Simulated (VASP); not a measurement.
Input of a VASP 6.6.1 run:

File INCAR:

```
SYSTEM = Mg3TiB4
  PREC = Accurate
  ENCUT = 600
  EDIFF = 1E-6
  ISMEAR = 0
  SIGMA = 0.1
  LREAL = .FALSE.
  LASPH = .TRUE.
  NELM = 60
  ALGO = Normal
  ISIF = 3
  LWAVE = .FALSE.
  LCHARG = .FALSE.
  GGA = PE
  IBRION = 2
  NSW = 90
  EDIFFG = -0.04
```

File KPOINTS:

```
regular mesh
0
G
  4 4 4
  0 0 0
```

Contents of POSCAR:

```
Mg3TiB4
1.0
   -2.9069586100      2.9069586100      2.9069586100
    2.9069586100     -2.9069586100      2.9069586100
    2.9069586100      2.9069586100     -2.9069586100
Mg Ti B
3 1 4
Direct
    0.0000000000      0.5000000000      0.5000000000
    0.5000000000      0.0000000000      0.5000000000
    0.5000000000      0.5000000000      0.0000000000
    0.0000000000      0.0000000000      0.0000000000
    0.5000000000      0.0000000000      0.0000000000
    0.0000000000      0.5000000000      0.0000000000
    0.0000000000      0.0000000000      0.5000000000
    0.5000000000      0.5000000000      0.5000000000
```

Potentials or basis: VASP PAW PBE potentials, release 64 (Mg, Ti_sv, B).

Run with:

```bash
$ cat potpaw_PBE.64/Mg/POTCAR potpaw_PBE.64/Ti_sv/POTCAR potpaw_PBE.64/B/POTCAR > POTCAR
$ mpirun -np 1 vasp_std > vasp.out
```

(1) Estimate the relaxed volume.

(2) What does it give for the band gap on the k mesh?

(3) What does it give for the relaxed cell?

(4) What does it give for the space group after relaxing (to 0.1 Å)?

Answers

(1) 11.59 Å³/atom.

(2) zero (bands 15 and 16 overlap by 2.50 eV).

(3) a = 4.939 Å, b = 4.939 Å, c = 4.939 Å, α = 109.47°, β = 109.47°, γ = 109.47°.

(4) Im-3m (No. 229).

Caveat: the k points lie up to 0.39 Å⁻¹ apart in the final cell, too coarse for converged energies and pressures of a metal.
